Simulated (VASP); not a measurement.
# TeP2 (P6/mmm) in VASP: further runs, part 2 of 2

VASP 6.6.1. The steps go on from the part before.

**4. Relaxation of cell and atoms, PBE**

Input file INCAR:

```
SYSTEM = TeP2
ALGO = Normal
EDIFF = 1E-6
EDIFFG = -0.01
ENCUT = 600
GGA = PE
IBRION = 2
ISIF = 3
ISMEAR = 0
LASPH = .TRUE.
LCHARG = .FALSE.
LREAL = .FALSE.
LWAVE = .FALSE.
NELM = 100
NSW = 100
PREC = Accurate
SIGMA = 0.1
```

Input file KPOINTS:

```
k-points
0
G
  12 12 10
  0 0 0
```

Input file POSCAR:

```
TeP2
1.0
    4.0123667100      0.0000000000      0.0000000000
   -2.0061833500      3.4748115000      0.0000000000
    0.0000000000      0.0000000000      4.3333537200
Te P
1 2
Direct
    0.0000000000      0.0000000000      0.0000000000
    0.3333333300      0.6666666700      0.5000000000
    0.6666666700      0.3333333300      0.5000000000
```

Potentials or basis: VASP PAW PBE potentials, release 64 (Te, P).

Started as:

```console
$ cat potpaw_PBE.64/Te/POTCAR potpaw_PBE.64/P/POTCAR > POTCAR
$ mpirun -np 1 vasp_std > vasp.out
```

OUTCAR:

```text
SYSTEM = TeP2
   EDIFF = 1E-6
   EDIFFG = -0.01
   ENCUT = 600
   GGA = PE
   IBRION = 2
   ISIF = 3
   ISMEAR = 0
   LASPH = .TRUE.
   LREAL = .FALSE.
   NELM = 100
   NSW = 100
   PREC = Accurate

 ion  position               nearest neighbor table
   1  0.000  0.000  0.000-   2 3.17   3 3.17   2 3.17   3 3.17   2 3.17   2 3.17   3 3.17   3 3.17
                             3 3.17   3 3.17   2 3.17   2 3.17
   2  0.333  0.667  0.500-   3 2.32   3 2.32   3 2.32   1 3.17   1 3.17   1 3.17   1 3.17   1 3.17
                             1 3.17
   3  0.667  0.333  0.500-   2 2.32   2 2.32   2 2.32   1 3.17   1 3.17   1 3.17   1 3.17   1 3.17
                             1 3.17

  LATTYP: Found a hexagonal cell.
 ALAT       =     4.0123667100
 C/A-ratio  =     1.0799994201

  Lattice vectors:

 A1 = (   4.0123667100,   0.0000000000,   0.0000000000)
 A2 = (  -2.0061833500,   3.4748115000,   0.0000000000)
 A3 = (   0.0000000000,   0.0000000000,   4.3333537200)

Analysis of symmetry for initial positions (statically):
=====================================================================
 Subroutine PRICEL returns:
 Original cell was already a primitive cell.

 Routine SETGRP: Setting up the symmetry group for a
 hexagonal supercell.

 Subroutine GETGRP returns: Found 24 space group operations
 (whereof 24 operations were pure point group operations)
 out of a pool of 24 trial point group operations.

The static configuration has the point symmetry D_6h.

Analysis of symmetry for dynamics (positions and initial velocities):
=====================================================================
 Subroutine PRICEL returns:
 Original cell was already a primitive cell.

 Routine SETGRP: Setting up the symmetry group for a
 hexagonal supercell.

 Subroutine GETGRP returns: Found 24 space group operations
 (whereof 24 operations were pure point group operations)
 out of a pool of 24 trial point group operations.

The dynamic configuration has the point symmetry D_6h.

 Subroutine INISYM returns: Found 24 space group operations
 (whereof 24 operations are pure point group operations),
 and found     1 'primitive' translations

----------------------------------------------------------------------------------------

                                     Primitive cell

  volume of cell :      60.4166

  direct lattice vectors                    reciprocal lattice vectors
     4.012366710  0.000000000  0.000000000     0.249229463  0.143892697  0.000000000
    -2.006183350  3.474811500  0.000000000     0.000000000  0.287785395  0.000000000
     0.000000000  0.000000000  4.333353720     0.000000000  0.000000000  0.230768145

  length of vectors
     4.012366710  4.012366707  4.333353720     0.287785395  0.287785395  0.230768145

  position of ions in fractional coordinates (direct lattice)
     0.000000000  0.000000000  0.000000000
     0.333333330  0.666666670  0.500000000
     0.666666670  0.333333330  0.500000000

  ion indices of the primitive-cell ions
   primitive index   ion index
                 1           1
                 2           2
                 3           3

----------------------------------------------------------------------------------------

 KPOINTS: k-points

[... 55 lines left out ...]
   NGX,Y,Z   is equivalent  to a cutoff of  13.26, 13.26, 13.81 a.u.
   NGXF,Y,Z  is equivalent  to a cutoff of  26.52, 26.52, 27.62 a.u.
 SYSTEM =  TeP2
   PREC   = accura    normal or accurate (medium, high low for compatibility)
   ISTART =      0    job   : 0-new  1-cont  2-samecut
   ICHARG =      2    charge: 1-file 2-atom 10-const
   ISPIN  =      1    spin polarized calculation?
   LNONCOLLINEAR =      F non collinear calculations
   LSORBIT =      F    spin-orbit coupling
   LASPH  =      T    aspherical Exc in radial PAW
   ENCUT  =  600.0 eV  44.10 Ry    6.64 a.u.   8.01  8.01  8.65*2*pi/ulx,y,z
   NELM   =    100;   NELMIN=  2; NELMDL= -5     # of ELM steps
   EDIFF  = 0.1E-05   stopping-criterion for ELM
   LREAL  =      F    real-space projection
   EDIFFG = -.1E-01   stopping-criterion for IOM
   NSW    =    100    number of steps for IOM
   IBRION =      2    ionic relax: 0-MD 1-quasi-New 2-CG
   NFREE  =      1    steps in history (QN), initial steepest desc. (CG)
   ISIF   =      3    stress and relaxation
   ISYM   =      2    0-nonsym 1-usesym 2-fastsym
   POTIM  = 0.5000    time-step for ionic-motion
   TEBEG  =    0.0;   TEEND  =   0.0 temperature during run
   PSTRESS=    0.0 pullay stress
   NELECT =      16.0000    total number of electrons
   NUPDOWN=      -1.0000    fix difference up-down
   EMIN   =  10.00;   EMAX   =-10.00  energy-range for DOS
   EFERMI =   0.00;   METHOD = LEGACY
   ISMEAR =     0;   SIGMA  =   0.10  broadening in eV -4-tet -1-fermi 0-gaus
   EFERMI_NEDOS =   21; number of points for ismear=-14 and -15
   IALGO  =     38    algorithm
   IMIX   =      4    mixing-type and parameters
     AMIX     =   0.40;   BMIX     =  1.00
     AMIX_MAG =   1.60;   BMIX_MAG =  1.00
  volume/ion in A,a.u.               =      20.14       135.90
  Fermi-wavevector in a.u.,A,eV,Ry     =   1.051307  1.986682 15.037786  1.105246
  Thomas-Fermi vector in A             =   2.186345
   LORBIT       =      0    0 simple, 1 ext, 2 COOP (PROOUT), +10 PAW based schemes
   GGA     = PE    functional components
   LHFCALC =     F    Hartree Fock is set to
   AEXX    =    0.0000 exact exchange contribution
   IVDW    =     0    specifies the selected vdW correction
   LEPSILON=     F    determine dielectric tensor
   LRPA    =     F    only Hartree local field effects (RPA)
 conjugate gradient relaxation of ions
 non-spin polarized calculation
 Gauss-broadening in eV      SIGMA  =   0.10
  energy-cutoff  :      600.00
  volume of cell :       60.42
 maximum number of plane-waves:      2040
   NGX = 17   NGY = 17   NGZ = 17

--------------------------------------- Ionic step        1  -------------------------------------------

 number of electron      16.0000000 magnetization

 Free energy of the ion-electron system (eV)
  ---------------------------------------------------
  ext. energy  EPLUGINS =         0.00000000
  ---------------------------------------------------
  free energy    TOTEN  =       -12.03284830 eV

  energy without entropy =      -12.02279486  energy(sigma->0) =      -12.02782158

------------------------ aborting loop because EDIFF is reached ----------------------------------------

  FORCE on cell =-STRESS in cart. coord.  units (eV):
  Direction    XX          YY          ZZ          XY          YZ          ZX
  --------------------------------------------------------------------------------------
  -------------------------------------------------------------------------------------
  Total        1.5768929      1.5768929     -0.4297612      0.0000000     -0.0000000     -0.0000000
  in kB       41.8173749     41.8173749    -11.3967696      0.0000001     -0.0000000     -0.0000000
  external PRESSURE =      24.0793267 kB  Pullay stress =       0.0000000 kB
[... 172 lines left out ...]
--------------------------------------- Ionic step        6  -------------------------------------------

 number of electron      15.9999999 magnetization

 Free energy of the ion-electron system (eV)
  ---------------------------------------------------
  ext. energy  EPLUGINS =         0.00000000
  ---------------------------------------------------
  free energy    TOTEN  =       -12.11663075 eV

  energy without entropy =      -12.10939323  energy(sigma->0) =      -12.11301199

 E-fermi :   8.1126     XC(G=0): -10.4838

 val. band max:        8.0826543114   @ k =   0.1667   0.0833   0.3000
 cond. band min:       8.1335276225   @ k =   0.0833   0.0000   0.5000
 fundamental gap:      0.0508733111
 Fermi energy:         8.1125642719

 k-point     1 :       0.0000    0.0000    0.0000
  band No.  band energies     occupation
      1      -6.9129      2.00000
      2      -1.0536      2.00000
      3       2.4004      2.00000
      4       3.1245      2.00000
      5       3.7058      2.00000
      6       3.7058      2.00000
      7       5.3186      2.00000
      8       5.3186      2.00000
      9      10.4317      0.00000
     10      10.4376      0.00000
     11      10.8956      0.00000
     12      12.0170      0.00000
[... 331 lines left out ...]
 k-point    24 :       0.3333   -0.0000    0.1000
  band No.  band energies     occupation
      1      -5.6940      2.00000
      2      -2.6053      2.00000
      3      -0.6274      2.00000
      4       2.2875      2.00000
      5       3.7796      2.00000
      6       6.0361      2.00000
      7       6.6696      2.00000
      8       7.8595      1.99965
      9       8.6334      0.00000
     10       9.2703      0.00000
     11      10.6769      0.00000
     12      11.5076      0.00000

 [... further k-points ...]
[... 5 lines left out ...]
  --------------------------------------------------------------------------------------
  -------------------------------------------------------------------------------------
  Total       -0.0163249     -0.0163249     -0.0144803     -0.0000000      0.0000000     -0.0000000
  in kB       -0.4288815     -0.4288815     -0.3804202     -0.0000000      0.0000000     -0.0000000
  external PRESSURE =      -0.4127277 kB  Pullay stress =       0.0000000 kB
[... 18 lines left out ...]
  FREE ENERGIE OF THE ION-ELECTRON SYSTEM (eV)
  ---------------------------------------------------
  free  energy   TOTEN  =       -12.1166307521 eV

  energy  without entropy=      -12.1093932254  energy(sigma->0) =      -12.11301199

 reached required accuracy - stopping structural energy minimisation
```

It took 2.3 min on 1 thread of AMD EPYC 9R45 (Zen 5), shared host; peak memory 0.24 GiB.

Results:

```yaml
Free_energy: -12.1166 eV
Relaxed_volume: 20.33 Å³/atom
Relaxed_cell: a = 4.181 Å, b = 4.181 Å, c = 4.028 Å, α = 90.00°, β = 90.00°, γ = 120.00°
Space_group_after_relaxing_to_0.05_Å: P6/mmm (No. 191)
Energy_gained_by_relaxing: 27.9 meV/atom
Ionic_steps: 6
Pressure_after_relaxing: 0.0 GPa
Band_gap_on_the_k_mesh: zero (band 8 reaches 9.10 eV, above the bottom of band 9 at 6.60 eV)
```

The path:
| step | energy change (eV) | largest force (eV/Å) | pressure (GPa) | volume (Å³) |
| --- | --- | --- | --- | --- |
| 1 | 0.0000 | 0.0000 | 2.41 | 60.42 |
| 2 | -0.0460 | 0.0000 | -0.85 | 63.08 |
| 3 | -0.0467 | 0.0000 | -1.23 | 63.42 |
| 4 | -0.0664 | 0.0000 | -0.89 | 62.64 |
| 5 | -0.0824 | 0.0000 | -0.28 | 61.43 |
| 6 | -0.0838 | 0.0000 | -0.04 | 60.99 |

Final structure:
```
CELL_PARAMETERS angstrom
4.18116 0.00000 0.00000
-2.09058 3.62099 0.00000
0.00000 0.00000 4.02810
ATOMIC_POSITIONS crystal
Te 0.00000 0.00000 0.00000
P 0.33333 0.66667 0.50000
P 0.66667 0.33333 0.50000
```

Caveat: spin-orbit coupling is left out, which moves the levels of the heavy elements.

**5. Summary**

```tsv
task	cell	k mesh	cutoff (eV)	gap on the mesh (eV)	pressure (GPa)
single point	a = 4.012, b = 4.012, c = 4.333 Å, angles 90.0, 90.0, 120.0°, 3 atoms	6 × 6 × 4	520	none	1.9
single point	a = 4.183, b = 4.183, c = 4.030 Å, angles 90.0, 90.0, 120.0°, 3 atoms	12 × 12 × 10	520	none	-0.1
relaxation of cell and atoms	relaxed from a = 4.012, b = 4.012, c = 4.333 Å, angles 90.0, 90.0, 120.0°, 3 atoms	12 × 12 × 10	600	none	0.0
```

Alike in all rows: level PBE; potentials or basis VASP PAW PBE potentials, release 64 (Te, P); no spin polarisation; smearing gaussian 0.1 eV.

Caveats: some runs use coarse meshes; spin-orbit coupling is left out, which moves the levels of the heavy elements.

Absolute energies hang on the potentials; compare differences alone.
